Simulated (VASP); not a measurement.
Here is a VASP 6.6.1 calculation.

INCAR

```
SYSTEM = Si2As
ALGO = Normal
EDIFF = 1E-7
ENCUT = 520
GGA = PE
ISIF = 2
ISMEAR = 0
LASPH = .TRUE.
LCHARG = .FALSE.
LREAL = .FALSE.
LWAVE = .FALSE.
NBANDS = 22
NELM = 60
PREC = Accurate
SIGMA = 0.1
```

Contents of KPOINTS:

```
k-points
0
G
  4 4 8
  0 0 0
```

File POSCAR:

```
Si2As
1.0
    6.0065016100      0.0000000000      0.0000000000
    0.0000000000      6.0065016100      0.0000000000
    0.0000000000      0.0000000000      2.3805473500
Si As
4 2
Direct
    0.8631799800      0.6368200200      0.0000000000
    0.1368200200      0.3631799800      0.0000000000
    0.6368200200      0.1368200200      0.0000000000
    0.3631799800      0.8631799800      0.0000000000
    0.5000000000      0.5000000000      0.0000000000
    0.0000000000      0.0000000000      0.0000000000
```

Potentials or basis: VASP PAW PBE potentials, release 64 (Si, As).

The run is started by

```console
$ cat potpaw_PBE.64/Si/POTCAR potpaw_PBE.64/As/POTCAR > POTCAR
$ mpirun -np 1 vasp_std > vasp.out
```

Question: Predict the largest force.

Answer: 0.823 eV/Å.

Question: Predict the pressure.

Answer: 38.9 GPa.

Forces in eV/Å, atoms in the order of the input:
```
Si   0.582 -0.582  0.000
Si  -0.582  0.582  0.000
Si  -0.582 -0.582  0.000
Si   0.582  0.582  0.000
As   0.000  0.000  0.000
As   0.000  0.000  0.000
```
